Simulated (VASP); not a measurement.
Here is a VASP 6.6.1 calculation.

Contents of POSCAR:

```
Be3Te2S
1.0
   -1.8740898678      5.6136784386      2.6339083265
    1.8740898678     -5.6136784386      2.6339083265
    1.8740898678      5.6136784386     -2.6339083265
S Be Te
1 3 2
Direct
   -0.0002945928     -0.0002945928      0.0000000000
    0.2088709970      0.7088709970      0.5000000000
    0.6220164749      0.7717467473      0.8502697276
    0.9214770197      0.7717467473      0.1497302724
    0.3349475978     -0.0010349494      0.3359825472
    0.6629825033     -0.0010349494      0.6640174528
```

Contents of INCAR.step1:

```
PREC = Accurate
ENCUT = 520
ISMEAR = 0
SIGMA = 0.01
LREAL = False
LASPH = True
NELM = 80
NBANDS = 21
GGA = PE
ALGO = Normal
EDIFF = 1E-4
LWAVE = True
LCHARG = False
```

Contents of INCAR.step2:

```
PREC = Accurate
ENCUT = 520
EDIFF = 1E-6
ISMEAR = 0
SIGMA = 0.01
LREAL = False
LASPH = True
NELM = 80
ALGO = Normal
ISIF = 2
LWAVE = False
LCHARG = True
METAGGA = R2SCAN
LMIXTAU = True
LELF = True
LVHAR = True
NBANDS = 21
ISTART = 1
```

Contents of KPOINTS:

```
regular mesh
0
Gamma
  6 6 6
```

Potentials or basis: VASP PAW PBE potentials, release 64 (S, Be, Te).

Launch:

```console
$ cat potpaw_PBE.64/S/POTCAR potpaw_PBE.64/Be/POTCAR potpaw_PBE.64/Te/POTCAR > POTCAR
$ cp INCAR.step1 INCAR
$ mpirun -np 1 vasp_std > vasp.out
$ cp INCAR.step2 INCAR
$ mpirun -np 1 vasp_std > vasp.out
```

(1) What does it give for the pressure?

(2) Predict the band gap on the k mesh.

(3) Predict the largest force.

## Answers

(1) 5.1 GPa.

(2) 1.91 eV (least direct gap 1.94 eV).

(3) 0.129 eV/Å.

Caveat: the cell stands under pressure; the PAW data sets were made with another functional, which shifts forces and pressure a little; spin-orbit coupling is left out, which moves the levels of the heavy elements.
